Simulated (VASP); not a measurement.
Runs of VASP 6.6.1 on BP. The structure is that of space group I-4m2 (No. 119), or close to it. The cells are those of the table. 

```csv
cell,gap on the mesh (eV),pressure (GPa)
"a = 3.402, b = 3.402, c = 3.466 Å, angles 59.4, 59.4, 61.2°, 2 atoms",(c),-21.1
"a = 3.211, b = 3.211, c = 3.337 Å, angles 58.7, 58.7, 62.6°, 2 atoms",0.14,(b)
"a = 3.017, b = 3.017, c = 3.080 Å, angles 59.3, 59.3, 61.4°, 2 atoms",0.34,37.9
"a = 3.151, b = 3.151, c = 3.337 Å, angles 58.0, 58.0, 64.0°, 2 atoms",(a),1.3
"a = 3.211, b = 3.211, c = 3.080 Å, angles 61.3, 61.3, 57.3°, 2 atoms",0.56,8.4
```

Alike in all rows: task single point; level PBE; potentials or basis VASP PAW PBE potentials, release 64 (B, P); no spin polarisation; k mesh 10 × 10 × 10; cutoff (eV) 520; smearing gaussian 0.05 eV.

Task: Estimate the missing entries.

Result: (a) none; (b) -5.0; (c) 0.98.

A k mesh can miss the band edges.
